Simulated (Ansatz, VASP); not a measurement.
**Two plane-wave programs on HCl**

File INCAR:

```
SYSTEM = HCl
ALGO = Normal ; EDIFF = 1E-6
ENCUT = 520 ; GGA = PS
ISIF = 2 ; ISMEAR = 0
LASPH = .True. ; LCHARG = .False.
LREAL = .False. ; LWAVE = .False.
NBANDS = 11 ; NELM = 100
PREC = Accurate ; SIGMA = 0.15
```

Contents of KPOINTS:

```
k-points
0
Gamma
  16 16 16
  0 0 0
```

File POSCAR:

```
HCl
1.0
    0.0000000000      2.8743750000      2.8743750000
    2.8743750000      0.0000000000      2.8743750000
    2.8743750000      2.8743750000      0.0000000000
H Cl
1 1
Direct
    0.0000000000      0.0000000000      0.0000000000
    0.5000000000      0.5000000000      0.5000000000
```

Input for Ansatz:

```yaml
crystal:
  lattice:
    - [0.0, 2.874375, 2.874375]
    - [2.874375, 0.0, 2.874375]
    - [2.874375, 2.874375, 0.0]
  atoms:
    - { symbol: H, position: [0.0, 0.0, 0.0] }
    - { symbol: Cl, position: [0.5, 0.5, 0.5] }
basis:
  ecutwfc: 420
kpoints:
  mp_grid: { grid: [16, 16, 16] }
hamiltonian:
  xc: pbesol
scf:
  occupations: { method: gaussian, width: 0.15 }
output:
  forces: true
  stress: true
  eigenvalues: true
  write_density: true
  write_potential: true
  elf: true
  volumetric_format: npy
```

Change from the starting cell: strain +0.050 along x and y, +0.050 along z, atoms carried along.

Alike in both runs: task single point; functional PBEsol; k mesh 16 × 16 × 16; occupations gaussian, width 0.15 eV; no spin polarisation.

|  | VASP | Ansatz |
| --- | --- | --- |
| version | VASP 6.6.1 | Ansatz 0.2.0 |
| potentials or method | VASP PAW PBE potentials, release 64 (H, Cl), cutoff 520 eV | scalar-relativistic, plane waves, PAW |
| valence electrons in the cell | 8 | 8 |

|  | VASP | Ansatz | Ansatz less VASP |
| --- | --- | --- | --- |
| gap on the k mesh at the Fermi level (eV) | none | none | - |
| pressure (GPa) | -9.0 | -9.0 | +0.04 |

VASP's potentials were made for PBE, not for PBEsol. A gap of «none» marks a metal or a gap that the smearing closes.
